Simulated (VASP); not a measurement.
# GaH3N in VASP: further runs

GaH3N is run at these levels: PBE; tasks: single point.

All numbers are computed with VASP 6.6.1; they aren't measurements. Logs are shortened: lines on timing, memory, paths and dates and some standing lists are left out, and cuts for length are marked.

## Step 1: The cell of the first run

The cell holds a wire with vacuum, 20 atoms: a = 14.800 Å, b = 14.300 Å, c = 5.243 Å, α = 90.00°, β = 90.00°, γ = 90.00°.

## Step 2: Single point, PBE

Input file INCAR:

```
SYSTEM = GaH3N
PREC = Accurate
ENCUT = 520
EDIFF = 1E-7
ISMEAR = 0
SIGMA = 0.05
LREAL = Auto
LASPH = .True.
NELM = 100
ALGO = Normal
ISIF = 2
LWAVE = .False.
LCHARG = .False.
GGA = PE
NBANDS = 58
```

Input file KPOINTS:

```
Automatic mesh
0
Gamma
  1 1 6
  0 0 0
```

Input file POSCAR:

```
GaH3N
1.0
   14.8000000000      0.0000000000      0.0000000000
    0.0000000000     14.3000000000      0.0000000000
    0.0000000000      0.0000000000      5.2430304722
Ga N H
4 4 12
Direct
    0.5000000000      0.4934389835      0.9991316875
    0.3912692931      0.4284683260      0.4991316875
    0.6087307069      0.4284683260      0.4991316875
    0.5000000000      0.6233802985      0.4991316875
    0.5000000000      0.4934389835      0.3758683125
    0.3912692931      0.4284683260      0.8758683125
    0.6087307069      0.4284683260      0.8758683125
    0.5000000000      0.6233802985      0.8758683125
    0.3912692931      0.3247710770      0.4007636443
    0.3044987754      0.4803169505      0.4007636443
    0.6087307069      0.3247710770      0.4007636443
    0.6955012246      0.4803169505      0.4007636443
    0.4132294823      0.6752289230      0.4007636443
    0.5867705177      0.6752289230      0.4007636443
    0.3912692931      0.3610981387      0.9397762132
    0.3348960906      0.4621534196      0.9397762132
    0.6087307069      0.3610981387      0.9397762132
    0.6651039094      0.4621534196      0.9397762132
    0.4436267974      0.6570653921      0.9397762132
    0.5563732026      0.6570653921      0.9397762132
```

Potentials or basis: VASP PAW PBE potentials, release 64 (Ga_d, N, H).

Run with:

```sh
cat potpaw_PBE.64/Ga_d/POTCAR potpaw_PBE.64/N/POTCAR potpaw_PBE.64/H/POTCAR > POTCAR
mpirun -np 1 vasp_std > vasp.out
```

OUTCAR:

```text
SYSTEM = GaH3N
   PREC = Accurate
   ENCUT = 520
   EDIFF = 1E-7
   ISMEAR = 0
   LREAL = Auto
   LASPH = .True.
   NELM = 100
   ISIF = 2
   GGA = PE

 ion  position               nearest neighbor table
   1  0.500  0.493  0.999-   8 1.97   7 1.97   6 1.97   5 1.98
   2  0.391  0.428  0.499-  10 1.57   9 1.57   5 1.97   6 1.98
   3  0.609  0.428  0.499-  12 1.57  11 1.57   5 1.97   7 1.98
   4  0.500  0.623  0.499-  13 1.57  14 1.57   5 1.97   8 1.98
   5  0.500  0.493  0.376-   4 1.97   3 1.97   2 1.97   1 1.98
   6  0.391  0.428  0.876-  16 1.02  15 1.02   1 1.97   2 1.98
   7  0.609  0.428  0.876-  18 1.02  17 1.02   1 1.97   3 1.98
   8  0.500  0.623  0.876-  19 1.02  20 1.02   1 1.97   4 1.98
   9  0.391  0.325  0.401-   2 1.57
  10  0.304  0.480  0.401-   2 1.57
  11  0.609  0.325  0.401-   3 1.57
  12  0.696  0.480  0.401-   3 1.57
  13  0.413  0.675  0.401-   4 1.57
  14  0.587  0.675  0.401-   4 1.57
  15  0.391  0.361  0.940-   6 1.02
  16  0.335  0.462  0.940-   6 1.02
  17  0.609  0.361  0.940-   7 1.02
  18  0.665  0.462  0.940-   7 1.02
  19  0.444  0.657  0.940-   8 1.02
  20  0.556  0.657  0.940-   8 1.02

  LATTYP: Found a simple orthorhombic cell.
 ALAT       =     5.2430304722
 B/A-ratio  =     2.7274302669
 C/A-ratio  =     2.8227949615

  Lattice vectors:

 A1 = (   0.0000000000,   0.0000000000,  -5.2430304722)
 A2 = (   0.0000000000,  14.3000000000,   0.0000000000)
 A3 = (  14.8000000000,   0.0000000000,   0.0000000000)

Analysis of symmetry for initial positions (statically):
=====================================================================
 Subroutine PRICEL returns:
 Original cell was already a primitive cell.

 Routine SETGRP: Setting up the symmetry group for a
 simple orthorhombic supercell.

 Subroutine GETGRP returns: Found  2 space group operations
 (whereof  2 operations were pure point group operations)
 out of a pool of  8 trial point group operations.

The static configuration has the point symmetry C_1h.

Analysis of symmetry for dynamics (positions and initial velocities):
=====================================================================
 Subroutine PRICEL returns:
 Original cell was already a primitive cell.

 Routine SETGRP: Setting up the symmetry group for a
 simple orthorhombic supercell.

 Subroutine GETGRP returns: Found  2 space group operations
 (whereof  2 operations were pure point group operations)
 out of a pool of  8 trial point group operations.

The dynamic configuration has the point symmetry C_1h.

 Subroutine INISYM returns: Found  2 space group operations
 (whereof  2 operations are pure point group operations),
 and found     1 'primitive' translations

----------------------------------------------------------------------------------------

                                     Primitive cell

  volume of cell :    1109.6350

  direct lattice vectors                    reciprocal lattice vectors
    14.800000000  0.000000000  0.000000000     0.067567568  0.000000000  0.000000000
     0.000000000 14.300000000  0.000000000     0.000000000  0.069930070  0.000000000
     0.000000000  0.000000000  5.243030472     0.000000000  0.000000000  0.190729389

  length of vectors
    14.800000000 14.300000000  5.243030472     0.067567568  0.069930070  0.190729389

  position of ions in fractional coordinates (direct lattice)
     0.500000000  0.493438983  0.999131687
     0.391269293  0.428468326  0.499131687
     0.608730707  0.428468326  0.499131687
     0.500000000  0.623380299  0.499131687
     0.500000000  0.493438983  0.375868313
     0.391269293  0.428468326  0.875868313
[... 12 lines left out ...]
     0.443626797  0.657065392  0.939776213
     0.556373203  0.657065392  0.939776213

  ion indices of the primitive-cell ions
   primitive index   ion index
                 1           1
                 2           2
                 3           3
                 4           4
                 5           5
                 6           6
[... 12 lines left out ...]
                19          19
                20          20

----------------------------------------------------------------------------------------

 KPOINTS: Automatic mesh

Automatic generation of k-mesh.
 Grid dimensions read from file:
 generate k-points for:    1    1    6

 Generating k-lattice:

  Cartesian coordinates                     Fractional coordinates (reciprocal lattice)
     0.067567568  0.000000000  0.000000000     1.000000000  0.000000000  0.000000000
     0.000000000  0.069930070  0.000000000     0.000000000  1.000000000  0.000000000
     0.000000000  0.000000000  0.031788232     0.000000000  0.000000000  0.166666667

  Length of vectors
     0.067567568  0.069930070  0.031788232

  Shift w.r.t. Gamma in fractional coordinates (k-lattice)
     0.000000000  0.000000000  0.000000000

 Subroutine IBZKPT returns following result:
 ===========================================

 Found      4 irreducible k-points:

 Following reciprocal coordinates:
            Coordinates               Weight
  0.000000  0.000000  0.000000      1.000000
  0.000000  0.000000  0.166667      2.000000
  0.000000  0.000000  0.333333      2.000000
  0.000000  0.000000  0.500000      1.000000
   k-points           NKPTS =      4   k-points in BZ     NKDIM =      4   number of bands    NBANDS=     58
   number of dos      NEDOS =    301   number of ions     NIONS =     20
   total plane-waves  NPLWV = 483840
   dimension x,y,z NGX =   112 NGY =  108 NGZ =   40
   dimension x,y,z NGXF=   224 NGYF=  216 NGZF=   80
   ions per type =               4   4  12
   NGX,Y,Z   is equivalent  to a cutoff of  12.58, 12.56, 12.68 a.u.
   NGXF,Y,Z  is equivalent  to a cutoff of  25.16, 25.11, 25.37 a.u.
 SYSTEM =  GaH3N
   PREC   = accura    normal or accurate (medium, high low for compatibility)
   ISTART =      0    job   : 0-new  1-cont  2-samecut
   ICHARG =      2    charge: 1-file 2-atom 10-const
   ISPIN  =      1    spin polarized calculation?
   LNONCOLLINEAR =      F non collinear calculations
   LSORBIT =      F    spin-orbit coupling
   LASPH  =      T    aspherical Exc in radial PAW
   ENCUT  =  520.0 eV  38.22 Ry    6.18 a.u.  27.52 26.59  9.75*2*pi/ulx,y,z
   NELM   =    100;   NELMIN=  2; NELMDL= -5     # of ELM steps
   EDIFF  = 0.1E-06   stopping-criterion for ELM
   LREAL  =      T    real-space projection
   EDIFFG = 0.1E-05   stopping-criterion for IOM
   NSW    =      0    number of steps for IOM
   IBRION =     -1    ionic relax: 0-MD 1-quasi-New 2-CG
   NFREE  =      0    steps in history (QN), initial steepest desc. (CG)
   ISIF   =      2    stress and relaxation
   ISYM   =      2    0-nonsym 1-usesym 2-fastsym
   POTIM  = 0.5000    time-step for ionic-motion
   TEBEG  =    0.0;   TEEND  =   0.0 temperature during run
   PSTRESS=    0.0 pullay stress
   NELECT =      84.0000    total number of electrons
   NUPDOWN=      -1.0000    fix difference up-down
   EMIN   =  10.00;   EMAX   =-10.00  energy-range for DOS
   EFERMI =   0.00;   METHOD = LEGACY
   ISMEAR =     0;   SIGMA  =   0.05  broadening in eV -4-tet -1-fermi 0-gaus
   EFERMI_NEDOS =   21; number of points for ismear=-14 and -15
   IALGO  =     38    algorithm
   IMIX   =      4    mixing-type and parameters
     AMIX     =   0.40;   BMIX     =  1.00
     AMIX_MAG =   1.60;   BMIX_MAG =  1.00
  volume/ion in A,a.u.               =      55.48       374.41
  Fermi-wavevector in a.u.,A,eV,Ry     =   0.692534  1.308700  6.525403  0.479604
  Thomas-Fermi vector in A             =   1.774494
   LORBIT       =      0    0 simple, 1 ext, 2 COOP (PROOUT), +10 PAW based schemes
   GGA     = PE    functional components
   LHFCALC =     F    Hartree Fock is set to
   AEXX    =    0.0000 exact exchange contribution
   IVDW    =     0    specifies the selected vdW correction
   LEPSILON=     F    determine dielectric tensor
   LRPA    =     F    only Hartree local field effects (RPA)
 non-spin polarized calculation
 Gauss-broadening in eV      SIGMA  =   0.05
  energy-cutoff  :      520.00
  volume of cell :     1109.63
 maximum number of plane-waves:     29945
 NGX is ok and might be reduce to   112
   NGX = 55   NGY = 53   NGZ = 19

 number of electron      83.9999974 magnetization

 Free energy of the ion-electron system (eV)
  ---------------------------------------------------
  ext. energy  EPLUGINS =         0.00000000
  ---------------------------------------------------
  free energy    TOTEN  =       -88.80237904 eV

  energy without entropy =      -88.80237904  energy(sigma->0) =      -88.80237904

 E-fermi :  -4.8198     XC(G=0):  -2.2380

 val. band max:       -5.0464563753   @ k =   0.0000   0.0000   0.0000
 cond. band min:      -0.7487576093   @ k =   0.0000   0.0000   0.3333
 fundamental gap:      4.2976987660
 Fermi energy:        -4.8197594609

 k-point     1 :       0.0000    0.0000    0.0000
  band No.  band energies     occupation
      1     -21.6474      2.00000
      2     -21.4341      2.00000
      3     -21.4332      2.00000
      4     -19.3508      2.00000
      5     -18.5872      2.00000
      6     -18.5872      2.00000
[... 46 lines left out ...]
     53       1.7452      0.00000
     54       1.9895      0.00000

 k-point     2 :       0.0000    0.0000    0.1667
  band No.  band energies     occupation
      1     -21.6356      2.00000
      2     -21.4274      2.00000
      3     -21.4264      2.00000
      4     -19.3281      2.00000
      5     -18.5884      2.00000
      6     -18.5884      2.00000
[... 46 lines left out ...]
     53       1.8708      0.00000
     54       1.9208      0.00000

 k-point     3 :       0.0000    0.0000    0.3333
  band No.  band energies     occupation
      1     -21.6115      2.00000
      2     -21.4138      2.00000
      3     -21.4128      2.00000
      4     -19.2782      2.00000
      5     -18.5906      2.00000
      6     -18.5906      2.00000
[... 46 lines left out ...]
     53       2.0304      0.00000
     54       2.1695      0.00000

 k-point     4 :       0.0000    0.0000    0.5000
  band No.  band energies     occupation
      1     -21.5994      2.00000
      2     -21.4069      2.00000
      3     -21.4059      2.00000
      4     -19.2504      2.00000
      5     -18.5917      2.00000
      6     -18.5916      2.00000
[... 46 lines left out ...]
     53       2.2093      0.00000
     54       2.2644      0.00000
 [bands above 54 left out]

------------------------ aborting loop because EDIFF is reached ----------------------------------------

  FORCE on cell =-STRESS in cart. coord.  units (eV):
  Direction    XX          YY          ZZ          XY          YZ          ZX
  --------------------------------------------------------------------------------------
  -------------------------------------------------------------------------------------
  Total        1.5908571      1.5894448      3.6008559      0.0000000     -0.0015784      0.0000000
  in kB        2.2970032      2.2949641      5.1991960      0.0000000     -0.0022791      0.0000000
  external PRESSURE =       3.2637211 kB  Pullay stress =       0.0000000 kB

 VOLUME and BASIS-vectors are now :
 -----------------------------------------------------------------------------
  energy-cutoff  :      520.00
  volume of cell :     1109.63
      direct lattice vectors                 reciprocal lattice vectors
    14.800000000  0.000000000  0.000000000     0.067567568  0.000000000  0.000000000
     0.000000000 14.300000000  0.000000000     0.000000000  0.069930070  0.000000000
     0.000000000  0.000000000  5.243030472     0.000000000  0.000000000  0.190729389

 POSITION                                       TOTAL-FORCE (eV/Angst)
 -----------------------------------------------------------------------------------
      7.40000      7.05618      5.23848         0.000000      0.001044      1.746699
      5.79079      6.12710      2.61696        -0.586485     -0.335726     -1.340985
      9.00921      6.12710      2.61696         0.586485     -0.335726     -1.340985
      7.40000      8.91434      2.61696         0.000000      0.675720     -1.339447
      7.40000      7.05618      1.97069         0.000000     -0.001223      0.347862
      5.79079      6.12710      4.59220         0.694204      0.400199     -0.136154
[... 12 lines left out ...]
      6.56568      9.39604      4.92728         0.114114      0.184502      0.254511
      8.23432      9.39604      4.92728        -0.114114      0.184502      0.254511
 -----------------------------------------------------------------------------------
    total drift:                                0.000000      0.000147     -0.000828

  FREE ENERGIE OF THE ION-ELECTRON SYSTEM (eV)
  ---------------------------------------------------
  free  energy   TOTEN  =       -88.8023790394 eV

  energy  without entropy=      -88.8023790393  energy(sigma->0) =      -88.80237904
```

Run time: 7.4 min. Hardware: 1 thread of Intel Xeon 6975P-C (Granite Rapids), shared host; peak memory 0.95 GiB.

What came out:

* Free energy: -88.8024 eV
* Largest force: 1.747 eV/Å
* Band gap on the k mesh: 4.30 eV, indirect (least direct gap 4.41 eV)

Forces in eV/Å, atoms in the order of the input:
```
Ga   0.000  0.001  1.747
Ga  -0.586 -0.336 -1.341
Ga   0.586 -0.336 -1.341
Ga   0.000  0.676 -1.339
N    0.000 -0.001  0.348
N    0.694  0.400 -0.136
N   -0.694  0.400 -0.136
N    0.000 -0.803 -0.136
H    0.179 -0.278  0.135
H   -0.151  0.294  0.135
H   -0.179 -0.278  0.135
H    0.151  0.294  0.135
H   -0.330 -0.017  0.135
H    0.330 -0.017  0.135
H   -0.217  0.007  0.254
H   -0.102 -0.191  0.254
H    0.217  0.007  0.254
H    0.102 -0.191  0.254
H    0.114  0.185  0.255
H   -0.114  0.185  0.255
```

## Step 3: Single point, PBE

This run uses another cell than the first one, of 56.60 Å³/atom, 1.020 times its volume.

Input file INCAR:

```
ALGO     = Normal         # electronic algorithm
EDIFF    = 1E-6           # SCF threshold, eV
ENCUT    = 520            # plane-wave cutoff, eV
GGA      = PE             # functional
ISIF     = 2              # what is computed and relaxed
ISMEAR   = 0              # smearing method
LASPH    = T              # aspherical terms in the spheres
LCHARG   = F              # write CHGCAR
LREAL    = Auto         
LWAVE    = F              # write WAVECAR
NBANDS   = 58             # bands
NELM     = 80             # most SCF steps
PREC     = Accurate       # precision mode
SIGMA    = 0.05           # smearing width, eV
```

Input file KPOINTS:

```
k-points
0
Gamma
  1 1 6
```

Input file POSCAR:

```
GaH3N
1.0
   14.8000000000      0.0000000000      0.0000000000
    0.0000000000     14.3000000000      0.0000000000
    0.0000000000      0.0000000000      5.3491177415
Ga N H
4 4 12
Direct
    0.5000000000      0.4934536657      1.0208374308
    0.3883514044      0.4267124478      0.4835237983
    0.6116485956      0.4267124478      0.4835237983
    0.5000000000      0.6268698290      0.4835204898
    0.5000000000      0.4934264782      0.3798449331
    0.3949112823      0.4306631594      0.8682679531
    0.6050887177      0.4306631594      0.8682679531
    0.5000000000      0.6190328376      0.8682706165
    0.3950054877      0.3197616513      0.4144595920
    0.3021811203      0.4861160156      0.4143483700
    0.6049945123      0.3197616513      0.4144595920
    0.6978188797      0.4861160156      0.4143483700
    0.4071850257      0.6743580747      0.4143782380
    0.5928149743      0.6743580747      0.4143782380
    0.3915760981      0.3633425354      0.9335127299
    0.3369165874      0.4613651933      0.9334385278
    0.6084239019      0.3633425354      0.9335127299
    0.6630834126      0.4613651933      0.9334385278
    0.4453241472      0.6556793522      0.9334536283
    0.5546758528      0.6556793522      0.9334536283
```

Potentials or basis: VASP PAW PBE potentials, release 64 (Ga_d, N, H).

Run with:

```sh
cat potpaw_PBE.64/Ga_d/POTCAR potpaw_PBE.64/N/POTCAR potpaw_PBE.64/H/POTCAR > POTCAR
mpirun -np 1 vasp_std > vasp.out
```

Wall time 7.1 min (1 thread of Intel Xeon 6975P-C (Granite Rapids), shared host); peak memory 0.97 GiB.

The run converged. Its results:

* Free energy: -89.3334 eV
* Largest force: 0.035 eV/Å
* Band gap on the k mesh: 4.61 eV, indirect (least direct gap 4.81 eV)

Forces on the atoms (eV/Å):
```
Ga   0.000  0.001 -0.015
Ga  -0.026 -0.016 -0.018
Ga   0.026 -0.016 -0.018
Ga   0.000  0.029 -0.017
N    0.000  0.000  0.004
N   -0.016 -0.009  0.029
N    0.016 -0.009  0.029
N    0.000  0.018  0.029
H    0.000  0.021  0.005
H    0.017 -0.010  0.005
H    0.000  0.021  0.005
H   -0.017 -0.010  0.005
H    0.018 -0.009  0.005
H   -0.018 -0.009  0.005
H    0.006  0.003 -0.009
H    0.005  0.005 -0.008
H   -0.006  0.003 -0.009
H   -0.005  0.005 -0.008
H   -0.001 -0.006 -0.009
H    0.001 -0.006 -0.009
```

Levels at points of the mesh, in eV from the valence-band top:
| k point | band 38 | band 39 | band 40 | band 41 | band 42 | band 43 | band 44 | band 45 | band 46 | band 47 |
| --- | --- | --- | --- | --- | --- | --- | --- | --- | --- | --- |
| (0.00, 0.00, 0.00) | -0.96 | -0.67 | -0.11 | 0.00 | 0.00 | 5.08 | 5.50 | 5.88 | 5.89 | 6.03 |
| (0.00, 0.00, 0.50) | -0.87 | -0.87 | -0.23 | -0.21 | -0.21 | 4.61 | 4.98 | 4.99 | 5.63 | 6.47 |
